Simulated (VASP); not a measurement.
# PtSe (Fm-3m) in VASP: a series of runs

PtSe is run at these levels: LDA+U; tasks: single point.

All numbers are computed with VASP 6.6.1; they aren't measurements. Logs are shortened: lines on timing, memory, paths and dates and some standing lists are left out, and cuts for length are marked.

### Step 1. The cell of the first run

Symmetry: Fm-3m, No. 225, cubic system. The conventional cell has a = 5.597 Å, b = 5.597 Å, c = 5.597 Å, α = 90.00°, β = 90.00°, γ = 90.00°. Within 3.7 Å of Pt (site symmetry m-3m) lie 6 Se at 2.80 Å. Within 3.7 Å of Se (site symmetry m-3m) lie 6 Pt at 2.80 Å.

### Step 2. Single point, LDA+U, collinear spin, antiferromagnetic start

File INCAR:

```
SYSTEM = PtSe
PREC     = Accurate       ! precision mode
ENCUT    = 520            ! plane-wave cutoff, eV
EDIFF    = 1E-6           ! SCF threshold, eV
ISMEAR   = 0              ! smearing method
SIGMA    = 0.05           ! smearing width, eV
LREAL    = .FALSE.        ! projectors in reciprocal space
LASPH    = .TRUE.         ! aspherical terms in the spheres
NELM     = 150            ! most SCF steps
ALGO     = Normal         ! electronic algorithm
ISIF     = 2              ! what is computed and relaxed
LWAVE    = .FALSE.        ! write WAVECAR
LCHARG   = .FALSE.        ! write CHGCAR
ISPIN    = 2              ! spin polarisation
MAGMOM   = 2 -2 0 0       ! initial moments
LORBIT   = 11             ! projections on sites
LMAXMIX  = 4              ! l up to which the mixer works
LDAU     = .TRUE.         ! DFT+U
LDAUTYPE = 2            
LDAUL    = 2 -1           ! shell
LDAUU    = 2 0            ! U, eV
LDAUJ    = 0 0          
LDAUPRINT= 1            
NBANDS   = 28             ! bands
```

File KPOINTS:

```
Automatic mesh
0
G
  6 6 6
  0 0 0
```

File POSCAR:

```
PtSe
1.0
    0.0000000000      2.7984111300      2.7984111300
    5.5968222600      2.7984111300      2.7984111300
    5.5968222600      5.5968222600      0.0000000000
Pt Se
2 2
Direct
    0.5000000000      0.5000000000      0.0000000000
    0.5000000000      0.5000000000      0.5000000000
    0.0000000000      0.0000000000      0.0000000000
    0.0000000000      0.0000000000      0.5000000000
```

Potentials or basis: VASP PAW LDA potentials, release 64 (Pt, Se).

Run with:

```
> cat potpaw_LDA.64/Pt/POTCAR potpaw_LDA.64/Se/POTCAR > POTCAR
> mpirun -np 1 vasp_std > vasp.out
```

OUTCAR:

```text
SYSTEM = PtSe
   PREC = Accurate
   ENCUT = 520
   EDIFF = 1E-6
   ISMEAR = 0
   LREAL = .FALSE.
   LASPH = .TRUE.
   NELM = 150
   ISIF = 2
   ISPIN = 2
   LORBIT = 11

 ion  position               nearest neighbor table
   1  0.500  0.500  0.000-   4 2.80   3 2.80   4 2.80   3 2.80   4 2.80   4 2.80
   2  0.500  0.500  0.500-   3 2.80   3 2.80   4 2.80   4 2.80   3 2.80   3 2.80
   3  0.000  0.000  0.000-   2 2.80   1 2.80   2 2.80   1 2.80   2 2.80   2 2.80
   4  0.000  0.000  0.500-   1 2.80   1 2.80   2 2.80   2 2.80   1 2.80   1 2.80

  LATTYP: Found a simple tetragonal cell.
 ALAT       =     3.9575509731
 C/A-ratio  =     1.4142135624

  Lattice vectors:

 A1 = (   0.0000000000,  -2.7984111300,   2.7984111300)
 A2 = (   0.0000000000,  -2.7984111300,  -2.7984111300)
 A3 = (   5.5968222600,   0.0000000000,   0.0000000000)

Analysis of symmetry for initial positions (statically):
=====================================================================
 Subroutine PRICEL returns following result:

  LATTYP: Found a face centered cubic cell.
 ALAT       =     5.5968222600
[... 12 lines left out ...]
 Subroutine GETGRP returns: Found 16 space group operations
 (whereof 16 operations were pure point group operations)
 out of a pool of 16 trial point group operations.

The static configuration has the point symmetry D_4h.

Analysis of symmetry for dynamics (positions and initial velocities):
=====================================================================
 Subroutine PRICEL returns following result:

  LATTYP: Found a face centered cubic cell.
 ALAT       =     5.5968222600
[... 12 lines left out ...]
 Subroutine GETGRP returns: Found 16 space group operations
 (whereof 16 operations were pure point group operations)
 out of a pool of 16 trial point group operations.

The dynamic configuration has the point symmetry D_4h.

Analysis of structural, dynamic, and magnetic symmetry:
=====================================================================
 Subroutine PRICEL returns following result:

  LATTYP: Found a face centered cubic cell.
 ALAT       =     5.5968222600
[... 12 lines left out ...]
 Subroutine GETGRP returns: Found 16 space group operations
 (whereof 16 operations were pure point group operations)
 out of a pool of 16 trial point group operations.

The overall configuration has the point symmetry D_4h.

 Subroutine INISYM returns: Found 16 space group operations
 (whereof 16 operations are pure point group operations),
 and found     2 'primitive' translations

----------------------------------------------------------------------------------------

                                     Primitive cell

  volume of cell :      43.8293

  direct lattice vectors                    reciprocal lattice vectors
    -2.798411130  2.798411130  0.000000000    -0.178672817  0.178672817 -0.178672817
    -2.798411130  0.000000000  2.798411130    -0.178672817 -0.178672817  0.178672817
     0.000000000  2.798411130  2.798411130     0.178672817  0.178672817  0.178672817

  length of vectors
     3.957550973  3.957550973  3.957550973     0.309470397  0.309470397  0.309470397

  position of ions in fractional coordinates (direct lattice)
     0.500000000  0.500000000  0.500000000
     0.000000000  0.000000000  0.000000000

  ion indices of the primitive-cell ions
   primitive index   ion index
                 1           1
                 2           3

[... 129 lines left out ...]

  0.8994 -0.0000 -0.0000 -0.0000  0.0000
 -0.0000  0.8989 -0.0000  0.0000  0.0000
 -0.0000 -0.0000  0.7269 -0.0000 -0.0029
 -0.0000  0.0000 -0.0000  0.8994 -0.0000
  0.0000  0.0000 -0.0029 -0.0000  0.7303

 occupancies and eigenvectors

  o =  0.7252  v =  0.0000  0.0000  0.0000  0.0000  0.0000  0.0000 -0.0000 -0.8660  0.0000 -0.5000      0.0000  0.0000  0.0000  0.0000  0.0000  0.0000  0.0000  0.0000  0.0000  0.0000
  o =  0.7253  v =  0.0000 -0.0000 -0.8660 -0.0000 -0.5000  0.0000  0.0000  0.0000  0.0000  0.0000      0.0000  0.0000  0.0000  0.0000  0.0000  0.0000  0.0000  0.0000  0.0000  0.0000
[... 28 lines left out ...]
  o =  0.8989  v =  0.0000 -1.0000 -0.0000  0.0000 -0.0000  0.0000  0.0000  0.0000  0.0000  0.0000      0.0000  0.0000  0.0000  0.0000  0.0000  0.0000  0.0000  0.0000  0.0000  0.0000
  o =  0.8989  v =  0.0000  0.0000  0.0000  0.0000  0.0000  0.0000 -1.0000 -0.0000 -0.0000  0.0000      0.0000  0.0000  0.0000  0.0000  0.0000  0.0000  0.0000  0.0000  0.0000  0.0000
  o =  0.8994  v =  0.0000  0.0000  0.0000  0.0000  0.0000  1.0000  0.0000  0.0000  0.0000  0.0000      0.0000  0.0000  0.0000  0.0000  0.0000  0.0000  0.0000  0.0000  0.0000  0.0000
  o =  0.8994  v =  0.0000  0.0000  0.0000  0.0000  0.0000  0.0000  0.0000 -0.0000 -1.0000 -0.0000      0.0000  0.0000  0.0000  0.0000  0.0000  0.0000  0.0000  0.0000  0.0000  0.0000
  o =  0.8994  v =  1.0000  0.0000  0.0000  0.0000  0.0000  0.0000  0.0000  0.0000  0.0000  0.0000      0.0000  0.0000  0.0000  0.0000  0.0000  0.0000  0.0000  0.0000  0.0000  0.0000
  o =  0.8994  v =  0.0000 -0.0000 -0.0000 -1.0000  0.0000  0.0000  0.0000  0.0000  0.0000  0.0000      0.0000  0.0000  0.0000  0.0000  0.0000  0.0000  0.0000  0.0000  0.0000  0.0000

 number of electron      32.0000004 magnetization      -0.0000000

 Free energy of the ion-electron system (eV)
  ---------------------------------------------------
  ext. energy  EPLUGINS =         0.00000000
  ---------------------------------------------------
  free energy    TOTEN  =       -19.18703403 eV

  energy without entropy =      -19.18105620  energy(sigma->0) =      -19.18404511

 E-fermi :   4.8826     XC(G=0): -10.8580

 val. band max:        4.8330065146   @ k =   0.5000   0.3333   0.1667
 cond. band min:       4.8958335993   @ k =   0.5000   0.0000   0.3333
 fundamental gap:      0.0628270847
 Fermi energy:         4.8826107980

 spin component 1

 k-point     1 :       0.0000    0.0000    0.0000
  band No.  band energies     occupation
      1      -8.9375      1.00000
      2      -8.0179      1.00000
      3       0.5735      1.00000
      4       1.7322      1.00000
      5       2.3251      1.00000
      6       2.3317      1.00000
[... 1481 lines left out ...]
     27      16.7157      0.00000
     28      16.7157      0.00000

 [... further k-points ...]
[... 5 lines left out ...]
  --------------------------------------------------------------------------------------
  -------------------------------------------------------------------------------------
  Total      -11.7682969    -11.8591525    -11.8591525      0.0000000      0.0000000     -0.0000000
  in kB     -215.0946697   -216.7552813   -216.7552813      0.0000000      0.0000000     -0.0000000
  external PRESSURE =    -216.2017441 kB  Pullay stress =       0.0000000 kB

 VOLUME and BASIS-vectors are now :
 -----------------------------------------------------------------------------
  energy-cutoff  :      520.00
  volume of cell :       87.66
      direct lattice vectors                 reciprocal lattice vectors
     0.000000000  2.798411130  2.798411130    -0.178672817  0.178672817  0.178672817
     5.596822260  2.798411130  2.798411130     0.178672817 -0.178672817  0.178672817
     5.596822260  5.596822260  0.000000000     0.000000000  0.178672817 -0.178672817

 POSITION                                       TOTAL-FORCE (eV/Angst)
 -----------------------------------------------------------------------------------
      2.79841      2.79841      2.79841        -0.000000      0.000000      0.000000
      5.59682      5.59682      2.79841         0.000000     -0.000000      0.000000
      0.00000      0.00000      0.00000         0.000000     -0.000000     -0.000000
      2.79841      2.79841      0.00000         0.000000     -0.000000     -0.000000
 -----------------------------------------------------------------------------------
    total drift:                                0.000000      0.000000      0.000000

  FREE ENERGIE OF THE ION-ELECTRON SYSTEM (eV)
  ---------------------------------------------------
  free  energy   TOTEN  =       -19.1870340327 eV

  energy  without entropy=      -19.1810561955  energy(sigma->0) =      -19.18404511

 total charge

# of ion       s       p       d       tot
------------------------------------------
    1        0.525   0.259   8.262   9.047
    2        0.525   0.259   8.262   9.047
    3        1.494   2.066   0.056   3.615
    4        1.494   2.066   0.056   3.615
--------------------------------------------------
tot          4.037   4.650  16.636  25.324

 magnetization (x)

# of ion       s       p       d       tot
------------------------------------------
    1        0.000   0.000   0.000   0.000
    2       -0.000  -0.000  -0.000  -0.000
    3       -0.000  -0.000  -0.000  -0.000
    4        0.000   0.000   0.000   0.000
--------------------------------------------------
tot          0.000   0.000   0.000   0.000
```

Wall time 4.7 min (1 thread of AMD EPYC 7R43 (Zen 3), shared host); peak memory 0.31 GiB.

Results:

* Free energy: -19.1870 eV
* Pressure: -21.6 GPa
* Band gap on the k mesh: zero (filled and empty bands overlap)
* Net moment: 0.00 μB per cell
* Valence electrons inside the program's atomic spheres: Pt 9.05; Se 3.62

Stress tensor (GPa, compression positive):
```
-21.51   0.00   0.00
  0.00 -21.68   0.00
  0.00   0.00 -21.68
```

Eigenvalues of the final occupation matrices:
```
    site  spin  trace               eigenvalues
site 1 d     1   4.16  0.73 0.73 0.90 0.90 0.90
site 1 d     2   4.15  0.73 0.73 0.90 0.90 0.90
site 2 d     1   4.15  0.73 0.73 0.90 0.90 0.90
site 2 d     2   4.16  0.73 0.73 0.90 0.90 0.90
```

Caveat: spin-orbit coupling is left out, which moves the levels of the heavy elements. The state reached can hang on the start; a lower one may exist.

### Step 3. Single point, LDA+U, collinear spin, zero start

File INCAR:

```
PREC = Accurate
ENCUT = 520
EDIFF = 1E-6
ISMEAR = 0
SIGMA = 0.05
LREAL = False
LASPH = True
NELM = 150
ALGO = Normal
ISIF = 2
LWAVE = False
LCHARG = True
ISPIN = 2
MAGMOM = 0 0 0 0
LORBIT = 11
LMAXMIX = 4
LDAU = True
LDAUTYPE = 2
LDAUL = 2 -1
LDAUU = 2 0
LDAUJ = 0 0
LDAUPRINT = 1
GGA = CA
LELF = True
LVHAR = True
NBANDS = 28
```

File KPOINTS:

```
Automatic mesh
0
Gamma
  6 6 6
```

POSCAR is that of step 2.

Potentials or basis: VASP PAW LDA potentials, release 64 (Pt, Se).

Run with:

```
> cat potpaw_LDA.64/Pt/POTCAR potpaw_LDA.64/Se/POTCAR > POTCAR
> mpirun -np 1 vasp_std > vasp.out
```

Run time: 4.3 min. Hardware: 1 thread of AMD EPYC 7R43 (Zen 3), shared host; peak memory 0.31 GiB.

The run converged. Its results:

```
Free energy                                           : -19.1870 eV
Pressure                                              : -21.6 GPa
Band gap on the k mesh                                : zero (filled and empty bands overlap)
Net moment                                            : 0.00 μB per cell
Valence electrons inside the program's atomic spheres : Pt 9.05; Se 3.62
```

Stress tensor (GPa, compression positive):
```
-21.50   0.00   0.00
  0.00 -21.67   0.00
  0.00   0.00 -21.67
```

Levels at points of the mesh, in eV from the Fermi level:
Spin up:
| k point | band 14 | band 15 | band 16 | band 17 | band 18 | band 19 |
| --- | --- | --- | --- | --- | --- | --- |
| (0.00, 0.00, 0.00) | -1.64 | -1.05 | -1.02 | -1.02 | -1.01 | 0.22 |
| (0.50, 0.00, 0.00) | -1.47 | 2.27 | 2.27 | 2.27 | 2.27 | 3.66 |
| (0.50, 0.50, 0.00) | -1.65 | -1.64 | -1.64 | -1.05 | -1.05 | 0.22 |
| (0.00, 0.00, 0.50) | -1.32 | -0.82 | -0.82 | 2.06 | 2.06 | 4.93 |
| (0.50, 0.00, 0.50) | -1.54 | -1.26 | -1.26 | -1.16 | -1.16 | 4.24 |
| (0.00, 0.50, 0.50) | -0.82 | -0.82 | -0.82 | -0.75 | -0.75 | 3.81 |
Spin down:
```tsv
k point	band 14	band 15	band 16	band 17	band 18	band 19
(0.00, 0.00, 0.00)	-1.64	-1.05	-1.02	-1.02	-1.01	0.22
(0.50, 0.00, 0.00)	-1.47	2.27	2.27	2.27	2.27	3.66
(0.50, 0.50, 0.00)	-1.65	-1.64	-1.64	-1.05	-1.05	0.22
(0.00, 0.00, 0.50)	-1.32	-0.82	-0.82	2.06	2.06	4.93
(0.50, 0.00, 0.50)	-1.54	-1.26	-1.26	-1.16	-1.16	4.24
(0.00, 0.50, 0.50)	-0.82	-0.82	-0.82	-0.75	-0.75	3.81
```

Eigenvalues of the final occupation matrices:
| site | spin | trace | eigenvalues |
| --- | --- | --- | --- |
| site 1 d | 1 | 4.15 | 0.73 0.73 0.90 0.90 0.90 |
| site 1 d | 2 | 4.15 | 0.73 0.73 0.90 0.90 0.90 |
| site 2 d | 1 | 4.15 | 0.73 0.73 0.90 0.90 0.90 |
| site 2 d | 2 | 4.15 | 0.73 0.73 0.90 0.90 0.90 |

Caveat: spin-orbit coupling is left out, which moves the levels of the heavy elements.

### Step 4. Single point, LDA+U, collinear spin, zero start

File INCAR:

```
PREC     = Accurate       # precision mode
ENCUT    = 520            # plane-wave cutoff, eV
EDIFF    = 1E-6           # SCF threshold, eV
ISMEAR   = 0              # smearing method
SIGMA    = 0.05           # smearing width, eV
LREAL    = F              # projectors in reciprocal space
LASPH    = T              # aspherical terms in the spheres
NELM     = 150            # most SCF steps
ALGO     = Normal         # electronic algorithm
ISIF     = 2              # what is computed and relaxed
LWAVE    = F              # write WAVECAR
LCHARG   = F              # write CHGCAR
ISPIN    = 2              # spin polarisation
MAGMOM   = 0 0 0 0        # initial moments
LORBIT   = 11             # projections on sites
LMAXMIX  = 4              # l up to which the mixer works
LDAU     = T              # DFT+U
LDAUTYPE = 2            
LDAUL    = 2 -1           # shell
LDAUU    = 2 0            # U, eV
LDAUJ    = 0 0          
LDAUPRINT= 1            
NBANDS   = 28             # bands
```

File KPOINTS:

```
regular mesh
0
Gamma
  6 6 6
```

POSCAR is that of step 3.

Run with:

```
> cat potpaw_LDA.64/Pt/POTCAR potpaw_LDA.64/Se/POTCAR > POTCAR
> mpirun -np 1 vasp_std > vasp.out
```

Wall time 4 min (1 thread of AMD EPYC 7R43 (Zen 3), shared host); peak memory 0.31 GiB.

The run converged. Its results:

```
Free energy                                           : -19.1870 eV
Pressure                                              : -21.6 GPa
Band gap on the k mesh                                : zero (filled and empty bands overlap)
Net moment                                            : 0.00 μB per cell
Valence electrons inside the program's atomic spheres : Pt 9.05; Se 3.62
```

Stress tensor (GPa, compression positive):
```
-21.50   0.00   0.00
  0.00 -21.67   0.00
  0.00   0.00 -21.67
```

Levels at points of the mesh, in eV from the Fermi level:
Spin up:
```
           k point  band 13  band 14  band 15  band 16  band 17  band 18  band 19  band 20
(0.00, 0.00, 0.00)    -1.64    -1.64    -1.05    -1.02    -1.02    -1.01     0.22     0.64
(0.50, 0.00, 0.00)    -1.47    -1.47     2.27     2.27     2.27     2.27     3.66     3.66
(0.50, 0.50, 0.00)    -1.65    -1.65    -1.64    -1.64    -1.05    -1.05     0.22     0.22
(0.00, 0.00, 0.50)    -1.32    -1.32    -0.82    -0.82     2.06     2.06     4.93     4.93
(0.50, 0.00, 0.50)    -1.54    -1.54    -1.26    -1.26    -1.16    -1.16     4.24     4.24
(0.00, 0.50, 0.50)    -0.82    -0.82    -0.82    -0.82    -0.75    -0.75     3.81     3.81
```
Spin down:
| k point | band 12 | band 13 | band 14 | band 15 | band 16 | band 17 | band 18 | band 19 | band 20 | band 21 |
| --- | --- | --- | --- | --- | --- | --- | --- | --- | --- | --- |
| (0.00, 0.00, 0.00) | -2.01 | -1.64 | -1.64 | -1.05 | -1.02 | -1.02 | -1.01 | 0.22 | 0.64 | 8.07 |
| (0.50, 0.00, 0.00) | -1.85 | -1.47 | -1.47 | 2.27 | 2.27 | 2.27 | 2.27 | 3.66 | 3.66 | 6.52 |
| (0.50, 0.50, 0.00) | -2.01 | -1.65 | -1.65 | -1.64 | -1.64 | -1.05 | -1.05 | 0.22 | 0.22 | 8.07 |
| (0.00, 0.00, 0.50) | -1.80 | -1.32 | -1.32 | -0.82 | -0.82 | 2.06 | 2.06 | 4.93 | 4.93 | 5.90 |
| (0.50, 0.00, 0.50) | -1.54 | -1.54 | -1.54 | -1.26 | -1.26 | -1.16 | -1.16 | 4.24 | 4.24 | 7.39 |
| (0.00, 0.50, 0.50) | -2.19 | -0.82 | -0.82 | -0.82 | -0.82 | -0.75 | -0.75 | 3.81 | 3.81 | 7.17 |

Eigenvalues of the final occupation matrices:
```
    site  spin  trace               eigenvalues
site 1 d     1   4.15  0.73 0.73 0.90 0.90 0.90
site 1 d     2   4.15  0.73 0.73 0.90 0.90 0.90
site 2 d     1   4.15  0.73 0.73 0.90 0.90 0.90
site 2 d     2   4.15  0.73 0.73 0.90 0.90 0.90
```

Caveat: spin-orbit coupling is left out, which moves the levels of the heavy elements.

### Step 5. Single point, LDA+U, collinear spin, antiferromagnetic start

File INCAR:

```
ALGO = Normal ; EDIFF = 1E-6
ENCUT = 520 ; ISIF = 2
ISMEAR = 0 ; ISPIN = 2
LASPH = T ; LCHARG = T
LDAU = T ; LDAUJ = 0 0
LDAUL = 2 -1 ; LDAUPRINT = 1
LDAUTYPE = 2 ; LDAUU = 2 0
LELF = T ; LMAXMIX = 4
LORBIT = 11 ; LREAL = F
LVHAR = T ; LWAVE = F
MAGMOM = 2 -2 0 0 ; NBANDS = 28
NELM = 150 ; PREC = Accurate
SIGMA = 0.05
```

File KPOINTS:

```
k-points
0
Gamma
  6 6 6
```

POSCAR is that of step 4.

Run with:

```
> cat potpaw_LDA.64/Pt/POTCAR potpaw_LDA.64/Se/POTCAR > POTCAR
> mpirun -np 1 vasp_std > vasp.out
```

Wall time 11 min (1 thread of Intel Xeon 8259CL, shared host); peak memory 0.35 GiB.

The run converged. Its results:

```
Free energy                                           : -19.1870 eV
Pressure                                              : -21.6 GPa
Band gap on the k mesh                                : zero (filled and empty bands overlap)
Net moment                                            : 0.00 μB per cell
Valence electrons inside the program's atomic spheres : Pt 9.05; Se 3.62
```

Stress tensor (GPa, compression positive):
```
-21.51   0.00   0.00
  0.00 -21.68   0.00
  0.00   0.00 -21.68
```

Levels at points of the mesh, in eV from the Fermi level:
Spin up:
| k point | band 14 | band 15 | band 16 | band 17 | band 18 | band 19 |
| --- | --- | --- | --- | --- | --- | --- |
| (0.00, 0.00, 0.00) | -1.64 | -1.05 | -1.02 | -1.02 | -1.01 | 0.22 |
| (0.50, 0.00, 0.00) | -1.47 | 2.26 | 2.27 | 2.27 | 2.27 | 3.66 |
| (0.50, 0.50, 0.00) | -1.65 | -1.64 | -1.64 | -1.05 | -1.05 | 0.22 |
| (0.00, 0.00, 0.50) | -1.32 | -0.82 | -0.82 | 2.06 | 2.06 | 4.93 |
| (0.50, 0.00, 0.50) | -1.54 | -1.26 | -1.26 | -1.16 | -1.16 | 4.24 |
| (0.00, 0.50, 0.50) | -0.82 | -0.82 | -0.82 | -0.75 | -0.75 | 3.81 |
Spin down:
| k point | band 12 | band 13 | band 14 | band 15 | band 16 | band 17 | band 18 | band 19 | band 20 | band 21 |
| --- | --- | --- | --- | --- | --- | --- | --- | --- | --- | --- |
| (0.00, 0.00, 0.00) | -2.01 | -1.64 | -1.64 | -1.05 | -1.02 | -1.02 | -1.01 | 0.22 | 0.64 | 8.07 |
| (0.50, 0.00, 0.00) | -1.85 | -1.47 | -1.47 | 2.26 | 2.27 | 2.27 | 2.27 | 3.66 | 3.66 | 6.52 |
| (0.50, 0.50, 0.00) | -2.01 | -1.65 | -1.65 | -1.64 | -1.64 | -1.05 | -1.05 | 0.22 | 0.22 | 8.07 |
| (0.00, 0.00, 0.50) | -1.80 | -1.32 | -1.32 | -0.82 | -0.82 | 2.06 | 2.06 | 4.93 | 4.93 | 5.90 |
| (0.50, 0.00, 0.50) | -1.54 | -1.54 | -1.54 | -1.26 | -1.26 | -1.16 | -1.16 | 4.24 | 4.24 | 7.39 |
| (0.00, 0.50, 0.50) | -2.19 | -0.82 | -0.82 | -0.82 | -0.82 | -0.75 | -0.75 | 3.81 | 3.81 | 7.17 |

Eigenvalues of the final occupation matrices:
```tsv
site	spin	trace	eigenvalues
site 1 d	1	4.16	0.73 0.73 0.90 0.90 0.90
site 1 d	2	4.15	0.73 0.73 0.90 0.90 0.90
site 2 d	1	4.15	0.73 0.73 0.90 0.90 0.90
site 2 d	2	4.16	0.73 0.73 0.90 0.90 0.90
```

Caveat: spin-orbit coupling is left out, which moves the levels of the heavy elements.
